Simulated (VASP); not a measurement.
# Bi (Im-3m) in VASP: further runs, part 2 of 2

VASP 6.6.1. Earlier steps stand in the parts before.

### Step 4. Relaxation of cell and atoms, LDA

This run uses another cell than the first one, of 31.12 Å³/atom, 1.059 times its volume.

INCAR

```
PREC = Accurate
ENCUT = 500
EDIFF = 1E-7
ISMEAR = 0
SIGMA = 0.02
LREAL = False
LASPH = True
NELM = 120
ALGO = Normal
ISIF = 3
LWAVE = False
LCHARG = False
IBRION = 2
NSW = 80
EDIFFG = -0.01
GGA_COMPAT = False
NELMIN = 4
```

KPOINTS

```
Automatic mesh
0
Gamma
  8 8 8
  0.5 0.5 0.5
```

POSCAR

```
Bi
1.0
   -1.9814305300      1.9814305300      1.9814305300
    1.9814305300     -1.9814305300      1.9814305300
    1.9814305300      1.9814305300     -1.9814305300
Bi
1
Direct
    0.0000000000      0.0000000000      0.0000000000
```

Potentials or basis: VASP PAW LDA potentials, release 64 (Bi_d).

Launch:

```bash
cat potpaw_LDA.64/Bi_d/POTCAR > POTCAR
mpirun -np 1 vasp_std > vasp.out
```

OUTCAR:

```text
PREC = Accurate
   ENCUT = 500
   EDIFF = 1E-7
   ISMEAR = 0
   LREAL = False
   LASPH = True
   NELM = 120
   ISIF = 3
   IBRION = 2
   NSW = 80
   EDIFFG = -0.01
   NELMIN = 4

 ion  position               nearest neighbor table
   1  0.000  0.000  0.000-

  LATTYP: Found a body centered cubic cell.
 ALAT       =     3.9628610600

  Lattice vectors:

 A1 = (  -1.9814305300,   1.9814305300,   1.9814305300)
 A2 = (   1.9814305300,  -1.9814305300,   1.9814305300)
 A3 = (   1.9814305300,   1.9814305300,  -1.9814305300)

Analysis of symmetry for initial positions (statically):
=====================================================================
 Subroutine PRICEL returns:
 Original cell was already a primitive cell.

 Routine SETGRP: Setting up the symmetry group for a
 body centered cubic supercell.

 Subroutine GETGRP returns: Found 48 space group operations
 (whereof 48 operations were pure point group operations)
 out of a pool of 48 trial point group operations.

The static configuration has the point symmetry O_h .

Analysis of symmetry for dynamics (positions and initial velocities):
=====================================================================
 Subroutine PRICEL returns:
 Original cell was already a primitive cell.

 Routine SETGRP: Setting up the symmetry group for a
 body centered cubic supercell.

 Subroutine GETGRP returns: Found 48 space group operations
 (whereof 48 operations were pure point group operations)
 out of a pool of 48 trial point group operations.

The dynamic configuration has the point symmetry O_h .

 Subroutine INISYM returns: Found 48 space group operations
 (whereof 48 operations are pure point group operations),
 and found     1 'primitive' translations

----------------------------------------------------------------------------------------

[... 122 lines left out ...]
 non-spin polarized calculation
 Gauss-broadening in eV      SIGMA  =   0.02
  energy-cutoff  :      500.00
  volume of cell :       31.12
 maximum number of plane-waves:       798
 NGX is ok and might be reduce to    28
   NGX = 13   NGY = 13   NGZ = 13

--------------------------------------- Ionic step        1  -------------------------------------------

 number of electron      14.9999994 magnetization

 Free energy of the ion-electron system (eV)
  ---------------------------------------------------
  ext. energy  EPLUGINS =         0.00000000
  ---------------------------------------------------
  free energy    TOTEN  =        -4.46550411 eV

  energy without entropy =       -4.46446941  energy(sigma->0) =       -4.46498676

------------------------ aborting loop because EDIFF is reached ----------------------------------------

  FORCE on cell =-STRESS in cart. coord.  units (eV):
  Direction    XX          YY          ZZ          XY          YZ          ZX
  --------------------------------------------------------------------------------------
  -------------------------------------------------------------------------------------
  Total       -0.6357750     -0.6357750     -0.6357750      0.0000000      0.0000000      0.0000000
  in kB      -32.7353858    -32.7353858    -32.7353858      0.0000000      0.0000000      0.0000000
  external PRESSURE =     -32.7353858 kB  Pullay stress =       0.0000000 kB
[... 57 lines left out ...]
--------------------------------------- Ionic step        3  -------------------------------------------

 number of electron      15.0000005 magnetization

 Free energy of the ion-electron system (eV)
  ---------------------------------------------------
  ext. energy  EPLUGINS =         0.00000000
  ---------------------------------------------------
  free energy    TOTEN  =        -4.48371089 eV

  energy without entropy =       -4.48267474  energy(sigma->0) =       -4.48319281

 E-fermi :   8.2661     XC(G=0): -10.7972

 val. band max:        8.2220446449   @ k =  -0.4375  -0.4375   0.3125
 cond. band min:       8.2691080619   @ k =  -0.3125   0.4375   0.0625
 fundamental gap:      0.0470634170
 Fermi energy:         8.2661376570

 k-point     1 :       0.0625    0.0625    0.0625
  band No.  band energies     occupation
      1     -14.6258      2.00000
      2     -14.6258      2.00000
      3     -14.5645      2.00000
      4     -14.4734      2.00000
      5     -14.4734      2.00000
      6      -5.0860      2.00000
      7      10.5738      0.00000
      8      12.8494      0.00000
      9      12.8494      0.00000
     10      17.7328      0.00000
     11      17.7328      0.00000
[... 309 lines left out ...]
 k-point    24 :      -0.4375    0.4375    0.3125
  band No.  band energies     occupation
      1     -14.6061      2.00000
      2     -14.5837      2.00000
      3     -14.4799      2.00000
      4     -14.4424      2.00000
      5     -14.3953      2.00000
      6      -1.0043      2.00000
      7       5.2406      2.00000
      8       7.3508      2.00000
      9       7.9568      2.00000
     10      13.1628      0.00000
     11      15.2423      0.00000

 [... further k-points ...]
[... 5 lines left out ...]
  --------------------------------------------------------------------------------------
  -------------------------------------------------------------------------------------
  Total        0.0038226      0.0038226      0.0038226     -0.0000000      0.0000000     -0.0000000
  in kB        0.2080908      0.2080908      0.2080908     -0.0000000      0.0000000     -0.0000000
  external PRESSURE =       0.2080908 kB  Pullay stress =       0.0000000 kB
[... 16 lines left out ...]
  FREE ENERGIE OF THE ION-ELECTRON SYSTEM (eV)
  ---------------------------------------------------
  free  energy   TOTEN  =        -4.4837108861 eV

  energy  without entropy=       -4.4826747438  energy(sigma->0) =       -4.48319281

 reached required accuracy - stopping structural energy minimisation
```

OSZICAR:

```text
N       E                     dE             d eps       ncg     rms          rms(c)
DAV:   1     0.107631577036E+03    0.10763E+03   -0.80673E+03   575   0.154E+03
DAV:   2     0.969660516805E+00   -0.10666E+03   -0.10373E+03   590   0.359E+02
DAV:   3    -0.433151817504E+01   -0.53012E+01   -0.52671E+01   644   0.901E+01
[... 24 lines left out ...]
DAV:   4    -0.448351444585E+01   -0.16558E-03   -0.21229E-03   599   0.619E-01    0.659E-02
DAV:   5    -0.448377043296E+01   -0.25599E-03   -0.15989E-03   605   0.396E-01    0.264E-02
DAV:   6    -0.448370899478E+01    0.61438E-04   -0.18506E-04   617   0.180E-01    0.692E-03
DAV:   7    -0.448371089696E+01   -0.19022E-05   -0.11219E-05   620   0.245E-02    0.166E-03
DAV:   8    -0.448371088611E+01    0.10846E-07   -0.27951E-07   638   0.577E-03
   3 F= -.44837109E+01 E0= -.44831928E+01  d E =-.182068E-01
```

CONTCAR:

```text
Bi
   1.00000000000000
    -1.9449989101222576    1.9449989101222576    1.9449989101222576
     1.9449989101222576   -1.9449989101222576    1.9449989101222576
     1.9449989101222576    1.9449989101222576   -1.9449989101222576
  Bi
     1
Direct
     0.0000000000000000    0.0000000000000000    0.0000000000000000

  0.00000000E+00  0.00000000E+00  0.00000000E+00
```

It took 11 s on 1 thread of AMD EPYC 9R45 (Zen 5), shared host; peak memory 0.12 GiB.

What came out:

- Free energy: -4.4837 eV
- Relaxed volume: 29.43 Å³/atom
- Relaxed cell: a = 3.369 Å, b = 3.369 Å, c = 3.369 Å, α = 109.47°, β = 109.47°, γ = 109.47°
- Space group after relaxing (to 0.05 Å): Im-3m (No. 229)
- Energy gained by relaxing: 18.2 meV/atom
- Ionic steps: 3
- Pressure after relaxing: 0.0 GPa

Step by step:
```
step  energy change (eV)  largest force (eV/Å)  pressure (GPa)  volume (Å³)
   1              0.0000                0.0000           -3.27        31.12
   2             -0.0093                0.0000            2.67        28.34
   3             -0.0182                0.0000            0.02        29.43
```

Final structure:
```yaml
crystal:
  lattice:
    - [-1.94500, 1.94500, 1.94500]
    - [1.94500, -1.94500, 1.94500]
    - [1.94500, 1.94500, -1.94500]
  atoms:
    - { symbol: Bi, position: [0.00000, 0.00000, 0.00000] }
```

Caveat: spin-orbit coupling is left out, which moves the levels of the heavy elements.

### Step 5. Relaxation of cell and atoms, LDA

This run uses another cell than the first one, of 31.12 Å³/atom, 1.059 times its volume.

INCAR

```
  PREC = Accurate
  ENCUT = 500
  EDIFF = 1E-7
  ISMEAR = 0
  SIGMA = 0.02
  LREAL = F
  LASPH = T
  NELM = 120
  ALGO = Normal
  ISIF = 3
  LWAVE = F
  LCHARG = F
  GGA = CA
  IBRION = 2
  NSW = 80
  EDIFFG = -0.01
  GGA_COMPAT = F
  NELMIN = 4
```

KPOINTS is that of step 4.

POSCAR is that of step 4.

Potentials or basis: VASP PAW LDA potentials, release 64 (Bi_d).

Launch:

```bash
cat potpaw_LDA.64/Bi_d/POTCAR > POTCAR
mpirun -np 1 vasp_std > vasp.out
```

OUTCAR:

```text
PREC = Accurate
   ENCUT = 500
   EDIFF = 1E-7
   ISMEAR = 0
   LREAL = F
   LASPH = T
   NELM = 120
   ISIF = 3
   GGA = CA
   IBRION = 2
   NSW = 80
   EDIFFG = -0.01
   NELMIN = 4

 ion  position               nearest neighbor table
   1  0.000  0.000  0.000-

  LATTYP: Found a body centered cubic cell.
 ALAT       =     3.9628610600

  Lattice vectors:

 A1 = (  -1.9814305300,   1.9814305300,   1.9814305300)
 A2 = (   1.9814305300,  -1.9814305300,   1.9814305300)
 A3 = (   1.9814305300,   1.9814305300,  -1.9814305300)

Analysis of symmetry for initial positions (statically):
=====================================================================
 Subroutine PRICEL returns:
 Original cell was already a primitive cell.

 Routine SETGRP: Setting up the symmetry group for a
 body centered cubic supercell.

 Subroutine GETGRP returns: Found 48 space group operations
 (whereof 48 operations were pure point group operations)
 out of a pool of 48 trial point group operations.

The static configuration has the point symmetry O_h .

Analysis of symmetry for dynamics (positions and initial velocities):
=====================================================================
 Subroutine PRICEL returns:
 Original cell was already a primitive cell.

 Routine SETGRP: Setting up the symmetry group for a
 body centered cubic supercell.

 Subroutine GETGRP returns: Found 48 space group operations
 (whereof 48 operations were pure point group operations)
 out of a pool of 48 trial point group operations.

The dynamic configuration has the point symmetry O_h .

 Subroutine INISYM returns: Found 48 space group operations
[... 122 lines left out ...]
   AEXX    =    0.0000 exact exchange contribution
   IVDW    =     0    specifies the selected vdW correction
   LEPSILON=     F    determine dielectric tensor
   LRPA    =     F    only Hartree local field effects (RPA)
 conjugate gradient relaxation of ions
 non-spin polarized calculation
 Gauss-broadening in eV      SIGMA  =   0.02
  energy-cutoff  :      500.00
  volume of cell :       31.12
 maximum number of plane-waves:       798
 NGX is ok and might be reduce to    28
   NGX = 13   NGY = 13   NGZ = 13

--------------------------------------- Ionic step        1  -------------------------------------------

 number of electron      14.9999994 magnetization

 Free energy of the ion-electron system (eV)
  ---------------------------------------------------
  ext. energy  EPLUGINS =         0.00000000
  ---------------------------------------------------
  free energy    TOTEN  =        -4.46550411 eV

  energy without entropy =       -4.46446941  energy(sigma->0) =       -4.46498676

------------------------ aborting loop because EDIFF is reached ----------------------------------------

  FORCE on cell =-STRESS in cart. coord.  units (eV):
  Direction    XX          YY          ZZ          XY          YZ          ZX
  --------------------------------------------------------------------------------------
  -------------------------------------------------------------------------------------
  Total       -0.6357750     -0.6357750     -0.6357750      0.0000000      0.0000000      0.0000000
  in kB      -32.7353858    -32.7353858    -32.7353858      0.0000000      0.0000000      0.0000000
  external PRESSURE =     -32.7353858 kB  Pullay stress =       0.0000000 kB
[... 57 lines left out ...]
--------------------------------------- Ionic step        3  -------------------------------------------

 number of electron      15.0000005 magnetization

 Free energy of the ion-electron system (eV)
  ---------------------------------------------------
  ext. energy  EPLUGINS =         0.00000000
  ---------------------------------------------------
  free energy    TOTEN  =        -4.48371089 eV

  energy without entropy =       -4.48267474  energy(sigma->0) =       -4.48319281

 E-fermi :   8.2661     XC(G=0): -10.7972

 val. band max:        8.2220446449   @ k =  -0.4375  -0.4375   0.3125
 cond. band min:       8.2691080619   @ k =  -0.3125   0.4375   0.0625
 fundamental gap:      0.0470634170
 Fermi energy:         8.2661376570

 k-point     1 :       0.0625    0.0625    0.0625
  band No.  band energies     occupation
      1     -14.6258      2.00000
      2     -14.6258      2.00000
      3     -14.5645      2.00000
      4     -14.4734      2.00000
      5     -14.4734      2.00000
      6      -5.0860      2.00000
      7      10.5738      0.00000
      8      12.8494      0.00000
      9      12.8494      0.00000
     10      17.7328      0.00000
     11      17.7328      0.00000
[... 309 lines left out ...]
 k-point    24 :      -0.4375    0.4375    0.3125
  band No.  band energies     occupation
      1     -14.6061      2.00000
      2     -14.5837      2.00000
      3     -14.4799      2.00000
      4     -14.4424      2.00000
      5     -14.3953      2.00000
      6      -1.0043      2.00000
      7       5.2406      2.00000
      8       7.3508      2.00000
      9       7.9568      2.00000
     10      13.1628      0.00000
     11      15.2423      0.00000

 [... further k-points ...]
[... 5 lines left out ...]
  --------------------------------------------------------------------------------------
  -------------------------------------------------------------------------------------
  Total        0.0038226      0.0038226      0.0038226     -0.0000000      0.0000000     -0.0000000
  in kB        0.2080908      0.2080908      0.2080908     -0.0000000      0.0000000     -0.0000000
  external PRESSURE =       0.2080908 kB  Pullay stress =       0.0000000 kB
[... 16 lines left out ...]
  FREE ENERGIE OF THE ION-ELECTRON SYSTEM (eV)
  ---------------------------------------------------
  free  energy   TOTEN  =        -4.4837108861 eV

  energy  without entropy=       -4.4826747438  energy(sigma->0) =       -4.48319281

 reached required accuracy - stopping structural energy minimisation
```

It took 11 s on 1 thread of AMD EPYC 9R45 (Zen 5), shared host; peak memory 0.12 GiB.

What came out:

```
Free energy                            : -4.4837 eV
Relaxed volume                         : 29.43 Å³/atom
Relaxed cell                           : a = 3.369 Å, b = 3.369 Å, c = 3.369 Å, α = 109.47°, β = 109.47°, γ = 109.47°
Space group after relaxing (to 0.05 Å) : Im-3m (No. 229)
Energy gained by relaxing              : 18.2 meV/atom
Ionic steps                            : 3
Pressure after relaxing                : 0.0 GPa
```

Step by step:
| step | energy change (eV) | largest force (eV/Å) | pressure (GPa) | volume (Å³) |
| --- | --- | --- | --- | --- |
| 1 | 0.0000 | 0.0000 | -3.27 | 31.12 |
| 2 | -0.0093 | 0.0000 | 2.67 | 28.34 |
| 3 | -0.0182 | 0.0000 | 0.02 | 29.43 |

Final structure:
```
Bi
1.0
    -1.94500    1.94500    1.94500
     1.94500   -1.94500    1.94500
     1.94500    1.94500   -1.94500
Bi
1
Direct
  0.00000 0.00000 0.00000
```

Caveat: spin-orbit coupling is left out, which moves the levels of the heavy elements.
